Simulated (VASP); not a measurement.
# Al3BAs4 (P1) in VASP: relaxation of cell and atoms with PBE

Aim: the relaxation of cell and atoms of Al3BAs4 with PBE.

Program: VASP 6.6.1. These are calculated values, not measurements. Logs are shortened: lines on timing, memory, paths and dates and some standing lists are left out, and cuts for length are marked.

## 1. The cell of the first run

The typed cell holds 8 atoms: a = 3.769 Å, b = 3.784 Å, c = 11.241 Å, α = 89.85°, β = 90.09°, γ = 91.92°.

## 2. Relaxation of cell and atoms, PBE

Input file INCAR:

```
  PREC = Accurate
  ENCUT = 600
  EDIFF = 1E-7
  ISMEAR = 0
  SIGMA = 0.1
  LREAL = F
  LASPH = T
  NELM = 80
  ALGO = Normal
  ISIF = 3
  LWAVE = F
  LCHARG = F
  GGA = PE
  IBRION = 2
  NSW = 80
  EDIFFG = -0.025
```

Input file KPOINTS:

```
Automatic mesh
0
Gamma
  4 4 2
```

Input file POSCAR:

```
Al3BAs4
1.0
    3.7683329471     -0.0632519224     -0.0029947773
   -0.0632519224      3.7831816489      0.0048450361
   -0.0087295808      0.0141229647     11.2413807978
Al B As
3 1 4
Direct
   -0.0062389283      0.0271279350      0.7460880875
    0.4866239564      0.5192674450     -0.0012303580
   -0.0288870963      0.9715393282      0.2568188462
    0.4955596150      0.4781889913      0.4936377978
    0.4842613296      0.0058809284      0.8635586480
    0.0238993018      0.5091757645      0.1276776802
    0.5020087220     -0.0193222021      0.3974378091
    0.0427730998      0.5081418096      0.6160114894
```

Potentials or basis: VASP PAW PBE potentials, release 64 (Al, B, As).

Launch:

```bash
> cat potpaw_PBE.64/Al/POTCAR potpaw_PBE.64/B/POTCAR potpaw_PBE.64/As/POTCAR > POTCAR
> mpirun -np 1 vasp_std > vasp.out
```

OUTCAR:

```text
PREC = Accurate
   ENCUT = 600
   EDIFF = 1E-7
   ISMEAR = 0
   LREAL = F
   LASPH = T
   NELM = 80
   ISIF = 3
   GGA = PE
   IBRION = 2
   NSW = 80
   EDIFFG = -0.025

 ion  position               nearest neighbor table
   1  0.994  0.027  0.746-   5 2.27   5 2.33   8 2.33   8 2.46
   2  0.487  0.519  0.999-   6 2.27   5 2.38   5 2.47   6 2.49
   3  0.971  0.972  0.257-   6 2.29   7 2.37   6 2.50   7 2.55
   4  0.496  0.478  0.494-   7 2.17   7 2.18   8 2.20   8 2.48
   5  0.484  0.006  0.864-   1 2.27   1 2.33   2 2.38   2 2.47
   6  0.024  0.509  0.128-   2 2.27   3 2.29   2 2.49   3 2.50
   7  0.502  0.981  0.397-   4 2.17   4 2.18   3 2.37   3 2.55
   8  0.043  0.508  0.616-   4 2.20   1 2.33   1 2.46   4 2.48

  LATTYP: Found a triclinic cell.
 ALAT       =     3.7837134760
 B/A-ratio  =     1.3876014425
 C/A-ratio  =     2.9709947992
 COS(alpha) =     0.0006945396
 COS(beta)  =     0.0025496371
 COS(gamma) =     0.6966233094

  Lattice vectors:

 A1 = (   0.0632519224,  -3.7831816489,  -0.0048450361)
 A2 = (  -3.7050810247,  -3.7199297265,  -0.0018502588)
 A3 = (   0.0087295808,  -0.0141229647, -11.2413807978)

Analysis of symmetry for initial positions (statically):
=====================================================================
 Subroutine PRICEL returns:
 Original cell was already a primitive cell.

 Routine SETGRP: Setting up the symmetry group for a
 triclinic supercell.

 Subroutine GETGRP returns: Found  1 space group operations
 (whereof  1 operations were pure point group operations)
 out of a pool of  2 trial point group operations.

The static configuration has the point symmetry C_1 .

Analysis of symmetry for dynamics (positions and initial velocities):
=====================================================================
 Subroutine PRICEL returns:
 Original cell was already a primitive cell.

 Routine SETGRP: Setting up the symmetry group for a
 triclinic supercell.

 Subroutine GETGRP returns: Found  1 space group operations
 (whereof  1 operations were pure point group operations)
 out of a pool of  2 trial point group operations.

The dynamic configuration has the point symmetry C_1 .

 Subroutine INISYM returns: Found  1 space group operations
 (whereof  1 operations are pure point group operations),
 and found     1 'primitive' translations

----------------------------------------------------------------------------------------

                                     Primitive cell

  volume of cell :     160.2150

  direct lattice vectors                    reciprocal lattice vectors
     3.768332947 -0.063251922 -0.002994777     0.265443981  0.004437765  0.000200557
    -0.063251922  3.783181649  0.004845036     0.004437765  0.264402395 -0.000328732
    -0.008729581  0.014122965 11.241380798     0.000068803 -0.000112775  0.088957239

  length of vectors
     3.768864945  3.783713476 11.241393059     0.265481150  0.264439839  0.088957337

  position of ions in fractional coordinates (direct lattice)
     0.993761072  0.027127935  0.746088087
     0.486623956  0.519267445  0.998769642
     0.971112904  0.971539328  0.256818846
     0.495559615  0.478188991  0.493637798
     0.484261330  0.005880928  0.863558648
     0.023899302  0.509175765  0.127677680
     0.502008722  0.980677798  0.397437809
     0.042773100  0.508141810  0.616011489

  ion indices of the primitive-cell ions
   primitive index   ion index
                 1           1
                 2           2
                 3           3
                 4           4
                 5           5
                 6           6
                 7           7
                 8           8

----------------------------------------------------------------------------------------

 KPOINTS: Automatic mesh

Automatic generation of k-mesh.
 Grid dimensions read from file:
 generate k-points for:    4    4    2

 Generating k-lattice:

  Cartesian coordinates                     Fractional coordinates (reciprocal lattice)
     0.066360995  0.001109441  0.000050139     0.250000000 -0.000000000  0.000000000
     0.001109441  0.066100599 -0.000082183     0.000000000  0.250000000  0.000000000
     0.000034402 -0.000056388  0.044478619    -0.000000000  0.000000000  0.500000000

  Length of vectors
     0.066370287  0.066109960  0.044478668

  Shift w.r.t. Gamma in fractional coordinates (k-lattice)
     0.000000000  0.000000000  0.000000000

 Subroutine IBZKPT returns following result:
 ===========================================

 Found     20 irreducible k-points:

 Following reciprocal coordinates:
            Coordinates               Weight
  0.000000  0.000000  0.000000      1.000000
  0.250000  0.000000  0.000000      2.000000
  0.500000  0.000000  0.000000      1.000000
  0.000000  0.250000 -0.000000      2.000000
  0.250000  0.250000 -0.000000      2.000000
  0.500000  0.250000  0.000000      2.000000
[... 12 lines left out ...]
  0.250000  0.500000  0.500000      2.000000
  0.500000  0.500000  0.500000      1.000000
   k-points           NKPTS =     20   k-points in BZ     NKDIM =     20   number of bands    NBANDS=     21
   number of dos      NEDOS =    301   number of ions     NIONS =      8
   total plane-waves  NPLWV =  81000
   dimension x,y,z NGX =    30 NGY =   30 NGZ =   90
   dimension x,y,z NGXF=    60 NGYF=   60 NGZF=  180
   ions per type =               3   1   4
   NGX,Y,Z   is equivalent  to a cutoff of  13.23, 13.18, 13.31 a.u.
   NGXF,Y,Z  is equivalent  to a cutoff of  26.47, 26.36, 26.62 a.u.
 SYSTEM =  unknown system
   PREC   = accura    normal or accurate (medium, high low for compatibility)
   ISTART =      0    job   : 0-new  1-cont  2-samecut
   ICHARG =      2    charge: 1-file 2-atom 10-const
   ISPIN  =      1    spin polarized calculation?
   LNONCOLLINEAR =      F non collinear calculations
   LSORBIT =      F    spin-orbit coupling
   LASPH  =      T    aspherical Exc in radial PAW
   ENCUT  =  600.0 eV  44.10 Ry    6.64 a.u.   7.53  7.56 22.45*2*pi/ulx,y,z
   NELM   =     80;   NELMIN=  2; NELMDL= -5     # of ELM steps
   EDIFF  = 0.1E-06   stopping-criterion for ELM
   LREAL  =      F    real-space projection
   EDIFFG = -.3E-01   stopping-criterion for IOM
   NSW    =     80    number of steps for IOM
   IBRION =      2    ionic relax: 0-MD 1-quasi-New 2-CG
   NFREE  =      1    steps in history (QN), initial steepest desc. (CG)
   ISIF   =      3    stress and relaxation
   ISYM   =      2    0-nonsym 1-usesym 2-fastsym
   POTIM  = 0.5000    time-step for ionic-motion
   TEBEG  =    0.0;   TEEND  =   0.0 temperature during run
   PSTRESS=    0.0 pullay stress
   NELECT =      32.0000    total number of electrons
   NUPDOWN=      -1.0000    fix difference up-down
   EMIN   =  10.00;   EMAX   =-10.00  energy-range for DOS
   EFERMI =   0.00;   METHOD = LEGACY
   ISMEAR =     0;   SIGMA  =   0.10  broadening in eV -4-tet -1-fermi 0-gaus
   EFERMI_NEDOS =   21; number of points for ismear=-14 and -15
   IALGO  =     38    algorithm
   IMIX   =      4    mixing-type and parameters
     AMIX     =   0.40;   BMIX     =  1.00
     AMIX_MAG =   1.60;   BMIX_MAG =  1.00
  volume/ion in A,a.u.               =      20.03       135.15
  Fermi-wavevector in a.u.,A,eV,Ry     =   0.956953  1.808378 12.459646  0.915758
  Thomas-Fermi vector in A             =   2.085927
   LORBIT       =      0    0 simple, 1 ext, 2 COOP (PROOUT), +10 PAW based schemes
   GGA     = PE    functional components
   LHFCALC =     F    Hartree Fock is set to
   AEXX    =    0.0000 exact exchange contribution
   IVDW    =     0    specifies the selected vdW correction
   LEPSILON=     F    determine dielectric tensor
   LRPA    =     F    only Hartree local field effects (RPA)
 conjugate gradient relaxation of ions
 non-spin polarized calculation
 Gauss-broadening in eV      SIGMA  =   0.10
  energy-cutoff  :      600.00
  volume of cell :      160.22
 maximum number of plane-waves:      5380
   NGX = 15   NGY = 15   NGZ = 45

--------------------------------------- Ionic step        1  -------------------------------------------

 number of electron      31.9999999 magnetization

 Free energy of the ion-electron system (eV)
  ---------------------------------------------------
  ext. energy  EPLUGINS =         0.00000000
  ---------------------------------------------------
  free energy    TOTEN  =       -37.25292849 eV

  energy without entropy =      -37.25278195  energy(sigma->0) =      -37.25285522

------------------------ aborting loop because EDIFF is reached ----------------------------------------

  FORCE on cell =-STRESS in cart. coord.  units (eV):
  Direction    XX          YY          ZZ          XY          YZ          ZX
  --------------------------------------------------------------------------------------
  -------------------------------------------------------------------------------------
  Total        8.1751965      4.9415696      3.7047233      0.6334666     -0.3421308     -2.0863836
  in kB       81.7533404     49.4165276     37.0478565      6.3347728     -3.4213654    -20.8641871
  external PRESSURE =      56.0725748 kB  Pullay stress =       0.0000000 kB
[... 71 lines left out ...]
--------------------------------------- Ionic step        3  -------------------------------------------

 number of electron      32.0000000 magnetization

 E-fermi :   4.5009     XC(G=0):  -9.0891

 val. band max:        4.1208786310   @ k =   0.0000   0.0000   0.0000
 cond. band min:       4.8867126173   @ k =   0.5000   0.0000   0.0000
 fundamental gap:      0.7658339863
 Fermi energy:         4.5008599262

 k-point     1 :       0.0000    0.0000    0.0000
  band No.  band energies     occupation
      1      -8.4191      2.00000
      2      -7.7580      2.00000
      3      -7.3863      2.00000
      4      -6.2246      2.00000
      5      -2.2207      2.00000
      6       0.0185      2.00000
[... 504 lines left out ...]
  FREE ENERGIE OF THE ION-ELECTRON SYSTEM (eV)
  ---------------------------------------------------
  free  energy   TOTEN  =       -37.9483313884 eV

  energy  without entropy=      -37.9483313865  energy(sigma->0) =      -37.94833139

[... ionic steps 4 to 15 ...]

--------------------------------------- Ionic step       16  -------------------------------------------

 number of electron      31.9999998 magnetization

------------------------ aborting loop because EDIFF is reached ----------------------------------------
[... 79 lines left out ...]
--------------------------------------- Ionic step       18  -------------------------------------------

 number of electron      31.9999997 magnetization

 Free energy of the ion-electron system (eV)
  ---------------------------------------------------
  ext. energy  EPLUGINS =         0.00000000
  ---------------------------------------------------
  free energy    TOTEN  =       -38.19924772 eV

  energy without entropy =      -38.19924772  energy(sigma->0) =      -38.19924772

 E-fermi :   4.6430     XC(G=0):  -9.2020

 val. band max:        4.2160684077   @ k =   0.0000   0.0000   0.0000
 cond. band min:       5.0647715730   @ k =   0.0000   0.0000   0.0000
 fundamental gap:      0.8487031653
 Fermi energy:         4.6430014204

 k-point     1 :       0.0000    0.0000    0.0000
  band No.  band energies     occupation
      1      -8.4814      2.00000
      2      -7.5411      2.00000
      3      -7.1986      2.00000
      4      -5.9901      2.00000
      5      -1.9590      2.00000
      6       0.3696      2.00000
[... 504 lines left out ...]
  FREE ENERGIE OF THE ION-ELECTRON SYSTEM (eV)
  ---------------------------------------------------
  free  energy   TOTEN  =       -38.1992477178 eV

  energy  without entropy=      -38.1992477177  energy(sigma->0) =      -38.19924772

 reached required accuracy - stopping structural energy minimisation
```

Run time: 6.9 min. Hardware: 1 thread of Intel Xeon 6975P-C (Granite Rapids), shared host; peak memory 0.32 GiB.

Results:

```
Free energy                            : -38.1992 eV
Relaxed volume                         : 21.07 Å³/atom
Relaxed cell                           : a = 3.885 Å, b = 3.886 Å, c = 11.165 Å, α = 90.01°, β = 89.97°, γ = 90.02°
Space group after relaxing (to 0.05 Å) : P-4m2 (No. 115)
Energy gained by relaxing              : 118.3 meV/atom
Ionic steps                            : 18
Pressure after relaxing                : 0.0 GPa
Largest force after relaxing           : 0.021 eV/Å
Band gap on the k mesh                 : 0.85 eV, direct
```

Forces in eV/Å, atoms in the order of the input:
```
Al  -0.001  0.003 -0.021
Al  -0.014 -0.012  0.011
Al  -0.007  0.015  0.009
B    0.001 -0.006  0.010
As  -0.002 -0.011  0.005
As   0.004  0.013 -0.013
As   0.006  0.000 -0.004
As   0.012 -0.002  0.002
```

Step by step:
| step | energy change (eV) | largest force (eV/Å) | pressure (GPa) | volume (Å³) |
| --- | --- | --- | --- | --- |
| 1 | 0.0000 | 2.1502 | 5.61 | 160.22 |
| 2 | -0.6619 | 0.8641 | -3.19 | 176.96 |
| 3 | -0.6954 | 1.0375 | -1.92 | 173.60 |
| 4 | -0.8553 | 0.6252 | -0.45 | 169.72 |
| 5 | -0.8704 | 0.4996 | 0.24 | 168.18 |
| 6 | -0.9099 | 0.2337 | 0.17 | 168.22 |
| 7 | -0.9181 | 0.2779 | 0.15 | 168.25 |
| 8 | -0.9300 | 0.1869 | -0.12 | 168.83 |
| 9 | -0.9311 | 0.1856 | -0.23 | 169.08 |
| 10 | -0.9391 | 0.1339 | 0.00 | 168.55 |
| 11 | -0.9396 | 0.1677 | 0.07 | 168.39 |
| 12 | -0.9431 | 0.0793 | 0.01 | 168.50 |
| 13 | -0.9437 | 0.0936 | -0.03 | 168.56 |
| 14 | -0.9452 | 0.0547 | 0.03 | 168.47 |
| 15 | -0.9453 | 0.0619 | 0.04 | 168.45 |
| 16 | -0.9461 | 0.0358 | -0.01 | 168.59 |
| 17 | -0.9461 | 0.0361 | -0.01 | 168.58 |
| 18 | -0.9463 | 0.0211 | -0.01 | 168.57 |

Final structure:
```cif
data_structure
_symmetry_space_group_name_H-M 'P 1'
_symmetry_Int_Tables_number 1
_cell_length_a 3.8855
_cell_length_b 3.8860
_cell_length_c 11.1646
_cell_angle_alpha 90.010
_cell_angle_beta 89.973
_cell_angle_gamma 90.022
_cell_volume 168.57
loop_
_atom_site_label
_atom_site_type_symbol
_atom_site_fract_x
_atom_site_fract_y
_atom_site_fract_z
_atom_site_occupancy
Al1 Al 0.00008 0.00014 0.73504 1
Al2 Al 0.50139 0.50242 0.99996 1
Al3 Al 0.00003 0.99729 0.26502 1
B1 B 0.49900 0.50040 0.49992 1
As1 As 0.50012 0.00235 0.86737 1
As2 As 0.00094 0.49755 0.13270 1
As3 As 0.49956 0.99982 0.39933 1
As4 As 0.99889 0.50004 0.60066 1
```

A k mesh can miss the band edges.
